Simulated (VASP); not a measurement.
# KZnF3 (Pm-3m) in VASP: notebook

Aim: see how the results for KZnF3 move with the level of theory and the settings. Levels: PBE, r2SCAN. Tasks: single point.

Program: VASP 6.6.1. These are calculated values, not measurements. Logs are shortened: lines on timing, memory, paths and dates and some standing lists are left out, and cuts for length are marked.

## Step 1: The cell of the first run

The structure is cubic, space group Pm-3m (No. 221). Conventional cell: a = 4.046 Å, b = 4.046 Å, c = 4.046 Å, α = 90.00°, β = 90.00°, γ = 90.00°. K (site symmetry m-3m) has 12 F at 2.86 Å and 8 Zn at 3.50 Å within 3.8 Å. Within 2.7 Å of Zn (site symmetry m-3m) lie 6 F at 2.02 Å. F (site symmetry 4/mmm) has 2 Zn at 2.02 Å within 2.7 Å.

## Step 2: Single point, PBE

INCAR

```
PREC     = Accurate       # precision mode
ENCUT    = 520            # plane-wave cutoff, eV
EDIFF    = 1E-6           # SCF threshold, eV
ISMEAR   = 0              # smearing method
SIGMA    = 0.01           # smearing width, eV
LREAL    = False          # projectors in reciprocal space
LASPH    = True           # aspherical terms in the spheres
NELM     = 100            # most SCF steps
ALGO     = Normal         # electronic algorithm
ISIF     = 2              # what is computed and relaxed
LWAVE    = False          # write WAVECAR
LCHARG   = False          # write CHGCAR
GGA      = PE             # functional
NBANDS   = 29             # bands
```

KPOINTS

```
Automatic mesh
0
Gamma
  6 6 6
```

POSCAR

```
KZnF3
1.0
    4.0461680987      0.0000000000      0.0000000000
    0.0000000000      4.0461680987      0.0000000000
    0.0000000000      0.0000000000      4.0461680987
K Zn F
1 1 3
Direct
    0.0000000000      0.0000000000      0.0000000000
    0.5000000000      0.5000000000      0.5000000000
    0.5000000000      0.5000000000      0.0000000000
    0.0000000000      0.5000000000      0.5000000000
    0.5000000000      0.0000000000      0.5000000000
```

Potentials or basis: VASP PAW PBE potentials, release 64 (K_sv, Zn, F).

Started as:

```
$ cat potpaw_PBE.64/K_sv/POTCAR potpaw_PBE.64/Zn/POTCAR potpaw_PBE.64/F/POTCAR > POTCAR
$ mpirun -np 1 vasp_std > vasp.out
```

OUTCAR:

```text
PREC = Accurate
   ENCUT = 520
   EDIFF = 1E-6
   ISMEAR = 0
   LREAL = False
   LASPH = True
   NELM = 100
   ISIF = 2
   GGA = PE

 ion  position               nearest neighbor table
   1  0.000  0.000  0.000-
   2  0.500  0.500  0.500-   3 2.02   4 2.02   5 2.02   3 2.02   5 2.02   4 2.02
   3  0.500  0.500  0.000-   2 2.02   2 2.02
   4  0.000  0.500  0.500-   2 2.02   2 2.02
   5  0.500  0.000  0.500-   2 2.02   2 2.02

  LATTYP: Found a simple cubic cell.
 ALAT       =     4.0461680987

  Lattice vectors:

 A1 = (   4.0461680987,   0.0000000000,   0.0000000000)
 A2 = (   0.0000000000,   4.0461680987,   0.0000000000)
 A3 = (   0.0000000000,   0.0000000000,   4.0461680987)

Analysis of symmetry for initial positions (statically):
=====================================================================
 Subroutine PRICEL returns:
 Original cell was already a primitive cell.

 Routine SETGRP: Setting up the symmetry group for a
 simple cubic supercell.

 Subroutine GETGRP returns: Found 48 space group operations
 (whereof 48 operations were pure point group operations)
 out of a pool of 48 trial point group operations.

The static configuration has the point symmetry O_h .

Analysis of symmetry for dynamics (positions and initial velocities):
=====================================================================
 Subroutine PRICEL returns:
 Original cell was already a primitive cell.

 Routine SETGRP: Setting up the symmetry group for a
 simple cubic supercell.

 Subroutine GETGRP returns: Found 48 space group operations
 (whereof 48 operations were pure point group operations)
 out of a pool of 48 trial point group operations.

The dynamic configuration has the point symmetry O_h .

 Subroutine INISYM returns: Found 48 space group operations
 (whereof 48 operations are pure point group operations),
 and found     1 'primitive' translations

----------------------------------------------------------------------------------------

                                     Primitive cell

  volume of cell :      66.2417

  direct lattice vectors                    reciprocal lattice vectors
     4.046168099  0.000000000  0.000000000     0.247147418  0.000000000  0.000000000
     0.000000000  4.046168099  0.000000000     0.000000000  0.247147418  0.000000000
     0.000000000  0.000000000  4.046168099     0.000000000  0.000000000  0.247147418

  length of vectors
     4.046168099  4.046168099  4.046168099     0.247147418  0.247147418  0.247147418

  position of ions in fractional coordinates (direct lattice)
     0.000000000  0.000000000  0.000000000
     0.500000000  0.500000000  0.500000000
     0.500000000  0.500000000  0.000000000
     0.000000000  0.500000000  0.500000000
     0.500000000  0.000000000  0.500000000

  ion indices of the primitive-cell ions
   primitive index   ion index
                 1           1
                 2           2
                 3           3
                 4           4
                 5           5

----------------------------------------------------------------------------------------

 KPOINTS: Automatic mesh

Automatic generation of k-mesh.
 Grid dimensions read from file:
 generate k-points for:    6    6    6

 Generating k-lattice:

  Cartesian coordinates                     Fractional coordinates (reciprocal lattice)
     0.041191236  0.000000000  0.000000000     0.166666667  0.000000000  0.000000000
     0.000000000  0.041191236  0.000000000     0.000000000  0.166666667  0.000000000
     0.000000000  0.000000000  0.041191236     0.000000000  0.000000000  0.166666667

  Length of vectors
     0.041191236  0.041191236  0.041191236

  Shift w.r.t. Gamma in fractional coordinates (k-lattice)
     0.000000000  0.000000000  0.000000000

 Subroutine IBZKPT returns following result:
 ===========================================

 Found     20 irreducible k-points:

 Following reciprocal coordinates:
            Coordinates               Weight
  0.000000  0.000000  0.000000      1.000000
  0.166667  0.000000  0.000000      6.000000
  0.333333  0.000000  0.000000      6.000000
  0.500000  0.000000  0.000000      3.000000
  0.166667  0.166667  0.000000     12.000000
  0.333333  0.166667  0.000000     24.000000
[... 12 lines left out ...]
  0.500000  0.500000  0.333333      6.000000
  0.500000  0.500000  0.500000      1.000000
   k-points           NKPTS =     20   k-points in BZ     NKDIM =     20   number of bands    NBANDS=     29
   number of dos      NEDOS =    301   number of ions     NIONS =      5
   total plane-waves  NPLWV =  27000
   dimension x,y,z NGX =    30 NGY =   30 NGZ =   30
   dimension x,y,z NGXF=    60 NGYF=   60 NGZF=   60
   ions per type =               1   1   3
   NGX,Y,Z   is equivalent  to a cutoff of  12.33, 12.33, 12.33 a.u.
   NGXF,Y,Z  is equivalent  to a cutoff of  24.65, 24.65, 24.65 a.u.
 SYSTEM =  unknown system
   PREC   = accura    normal or accurate (medium, high low for compatibility)
   ISTART =      0    job   : 0-new  1-cont  2-samecut
   ICHARG =      2    charge: 1-file 2-atom 10-const
   ISPIN  =      1    spin polarized calculation?
   LNONCOLLINEAR =      F non collinear calculations
   LSORBIT =      F    spin-orbit coupling
   LASPH  =      T    aspherical Exc in radial PAW
   ENCUT  =  520.0 eV  38.22 Ry    6.18 a.u.   7.52  7.52  7.52*2*pi/ulx,y,z
   NELM   =    100;   NELMIN=  2; NELMDL= -5     # of ELM steps
   EDIFF  = 0.1E-05   stopping-criterion for ELM
   LREAL  =      F    real-space projection
   EDIFFG = 0.1E-04   stopping-criterion for IOM
   NSW    =      0    number of steps for IOM
   IBRION =     -1    ionic relax: 0-MD 1-quasi-New 2-CG
   NFREE  =      0    steps in history (QN), initial steepest desc. (CG)
   ISIF   =      2    stress and relaxation
   ISYM   =      2    0-nonsym 1-usesym 2-fastsym
   POTIM  = 0.5000    time-step for ionic-motion
   TEBEG  =    0.0;   TEEND  =   0.0 temperature during run
   PSTRESS=    0.0 pullay stress
   NELECT =      42.0000    total number of electrons
   NUPDOWN=      -1.0000    fix difference up-down
   EMIN   =  10.00;   EMAX   =-10.00  energy-range for DOS
   EFERMI =   0.00;   METHOD = LEGACY
   ISMEAR =     0;   SIGMA  =   0.01  broadening in eV -4-tet -1-fermi 0-gaus
   EFERMI_NEDOS =   21; number of points for ismear=-14 and -15
   IALGO  =     38    algorithm
   IMIX   =      4    mixing-type and parameters
     AMIX     =   0.40;   BMIX     =  1.00
     AMIX_MAG =   1.60;   BMIX_MAG =  1.00
  volume/ion in A,a.u.               =      13.25        89.40
  Fermi-wavevector in a.u.,A,eV,Ry     =   1.406417  2.657742 26.912431  1.978008
  Thomas-Fermi vector in A             =   2.528779
   LORBIT       =      0    0 simple, 1 ext, 2 COOP (PROOUT), +10 PAW based schemes
   GGA     = PE    functional components
   LHFCALC =     F    Hartree Fock is set to
   AEXX    =    0.0000 exact exchange contribution
   IVDW    =     0    specifies the selected vdW correction
   LEPSILON=     F    determine dielectric tensor
   LRPA    =     F    only Hartree local field effects (RPA)
 non-spin polarized calculation
 Gauss-broadening in eV      SIGMA  =   0.01
  energy-cutoff  :      520.00
  volume of cell :       66.24
 maximum number of plane-waves:      1804
   NGX = 15   NGY = 15   NGZ = 15

 number of electron      41.9999980 magnetization

 Free energy of the ion-electron system (eV)
  ---------------------------------------------------
  ext. energy  EPLUGINS =         0.00000000
  ---------------------------------------------------
  free energy    TOTEN  =       -20.25840310 eV

  energy without entropy =      -20.25840310  energy(sigma->0) =      -20.25840310

 E-fermi :  -0.6490     XC(G=0):  -9.8937

 val. band max:       -0.7268406352   @ k =   0.5000   0.5000   0.5000
 cond. band min:       3.0733572376   @ k =   0.0000   0.0000   0.0000
 fundamental gap:      3.8001978728
 Fermi energy:        -0.6490082904

 k-point     1 :       0.0000    0.0000    0.0000
  band No.  band energies     occupation
      1     -27.8340      2.00000
      2     -22.3638      2.00000
      3     -21.7329      2.00000
      4     -21.7329      2.00000
      5     -11.3205      2.00000
      6     -11.3205      2.00000
[... 21 lines left out ...]
     28      10.2950      0.00000
     29      13.4440      0.00000

 k-point     2 :       0.1667    0.0000    0.0000
  band No.  band energies     occupation
      1     -27.8284      2.00000
      2     -22.3305      2.00000
      3     -21.7632      2.00000
      4     -21.7316      2.00000
      5     -11.3199      2.00000
      6     -11.3092      2.00000
[... 21 lines left out ...]
     28      10.3680      0.00000
     29      13.2166      0.00000

 k-point     3 :       0.3333    0.0000    0.0000
  band No.  band energies     occupation
      1     -27.8171      2.00000
      2     -22.2539      2.00000
      3     -21.8342      2.00000
      4     -21.7277      2.00000
      5     -11.3183      2.00000
      6     -11.2864      2.00000
[... 21 lines left out ...]
     28      10.5267      0.00000
     29      12.7630      0.00000

 k-point     4 :       0.5000    0.0000    0.0000
  band No.  band energies     occupation
      1     -27.8115      2.00000
      2     -22.2044      2.00000
      3     -21.8813      2.00000
      4     -21.7260      2.00000
      5     -11.3176      2.00000
      6     -11.2748      2.00000
[... 469 lines left out ...]
     28      11.8405      0.00000
     29      11.8560      0.00000

 k-point    19 :       0.5000    0.5000    0.3333
  band No.  band energies     occupation
      1     -27.7870      2.00000
      2     -21.8995      2.00000
      3     -21.8840      2.00000
      4     -21.8840      2.00000
      5     -11.4586      2.00000
      6     -11.4586      2.00000
[... 21 lines left out ...]
     28      11.8663      0.00000
     29      12.2389      0.00000

 k-point    20 :       0.5000    0.5000    0.5000
  band No.  band energies     occupation
      1     -27.7842      2.00000
      2     -21.8793      2.00000
      3     -21.8793      2.00000
      4     -21.8793      2.00000
      5     -11.4820      2.00000
      6     -11.4820      2.00000
[... 21 lines left out ...]
     28      11.7974      0.00000
     29      12.7853      0.00000

------------------------ aborting loop because EDIFF is reached ----------------------------------------

  FORCE on cell =-STRESS in cart. coord.  units (eV):
  Direction    XX          YY          ZZ          XY          YZ          ZX
  --------------------------------------------------------------------------------------
  -------------------------------------------------------------------------------------
  Total        2.1654644      2.1654644      2.1654644      0.0000000      0.0000000     -0.0000000
  in kB       52.3757022     52.3757022     52.3757022      0.0000000      0.0000000     -0.0000000
  external PRESSURE =      52.3757022 kB  Pullay stress =       0.0000000 kB

 VOLUME and BASIS-vectors are now :
 -----------------------------------------------------------------------------
  energy-cutoff  :      520.00
  volume of cell :       66.24
      direct lattice vectors                 reciprocal lattice vectors
     4.046168099  0.000000000  0.000000000     0.247147418  0.000000000  0.000000000
     0.000000000  4.046168099  0.000000000     0.000000000  0.247147418  0.000000000
     0.000000000  0.000000000  4.046168099     0.000000000  0.000000000  0.247147418

 POSITION                                       TOTAL-FORCE (eV/Angst)
 -----------------------------------------------------------------------------------
      0.00000      0.00000      0.00000         0.000000      0.000000      0.000000
      2.02308      2.02308      2.02308         0.000000      0.000000      0.000000
      2.02308      2.02308      0.00000         0.000000      0.000000      0.000000
      0.00000      2.02308      2.02308         0.000000      0.000000      0.000000
      2.02308      0.00000      2.02308         0.000000      0.000000      0.000000
 -----------------------------------------------------------------------------------
    total drift:                                0.000000      0.000000     -0.000000

  FREE ENERGIE OF THE ION-ELECTRON SYSTEM (eV)
  ---------------------------------------------------
  free  energy   TOTEN  =       -20.2584030957 eV

  energy  without entropy=      -20.2584030957  energy(sigma->0) =      -20.25840310
```

It took 54 s on 1 thread of AMD EPYC 7R43 (Zen 3), shared host; peak memory 0.15 GiB.

Results:

```
Free energy            : -20.2584 eV
Pressure               : 5.2 GPa
Band gap on the k mesh : 3.80 eV (least direct gap 5.67 eV)
```

Caveat: the cell stands under pressure. A k mesh can miss the band edges.

## Step 3: Single point, r2SCAN

POSCAR is that of step 2.

INCAR.step1

```
SYSTEM = KZnF3
PREC = Accurate ; ENCUT = 520
ISMEAR = 0 ; SIGMA = 0.01
LREAL = .FALSE. ; LASPH = .TRUE.
NELM = 100 ; NBANDS = 29
GGA = PE ; ALGO = Normal
EDIFF = 1E-4 ; LWAVE = .TRUE.
LCHARG = .FALSE.
```

INCAR.step2

```
SYSTEM = KZnF3
PREC = Accurate ; ENCUT = 520
EDIFF = 1E-7 ; ISMEAR = 0
SIGMA = 0.01 ; LREAL = .FALSE.
LASPH = .TRUE. ; NELM = 100
ALGO = Normal ; ISIF = 2
LWAVE = .FALSE. ; LCHARG = .FALSE.
METAGGA = R2SCAN ; LMIXTAU = .TRUE.
NBANDS = 29 ; ISTART = 1
```

KPOINTS

```
Automatic mesh
0
G
  6 6 6
  0 0 0
```

Potentials or basis: VASP PAW PBE potentials, release 64 (K_sv, Zn, F).

Started as:

```
$ cat potpaw_PBE.64/K_sv/POTCAR potpaw_PBE.64/Zn/POTCAR potpaw_PBE.64/F/POTCAR > POTCAR
$ cp INCAR.step1 INCAR
$ mpirun -np 1 vasp_std > vasp.out
$ cp INCAR.step2 INCAR
$ mpirun -np 1 vasp_std > vasp.out
```

It took 3.2 min on 1 thread of AMD EPYC 7R43 (Zen 3), shared host; peak memory 0.16 GiB.

The run converged. Its results:

```yaml
Free_energy: -38.3559 eV
Pressure: 0.3 GPa
Band_gap_on_the_k_mesh: 4.59 eV (least direct gap 6.59 eV)
```

Levels at points of the mesh, in eV from the valence-band top:
| k point | band 19 | band 20 | band 21 | band 22 | band 23 | band 24 |
| --- | --- | --- | --- | --- | --- | --- |
| (0.00, 0.00, 0.00) | -2.00 | -2.00 | -2.00 | 4.59 | 9.28 | 9.28 |
| (0.50, 0.00, 0.00) | -1.80 | -1.80 | -1.51 | 7.37 | 9.02 | 10.26 |
| (0.50, 0.50, 0.00) | -1.88 | -1.66 | 0.00 | 8.85 | 10.81 | 11.01 |
| (0.50, 0.50, 0.50) | -1.65 | 0.00 | 0.00 | 9.19 | 9.19 | 9.19 |

Caveat: the PAW data sets were made with another functional, which shifts forces and pressure a little. A k mesh can miss the band edges.
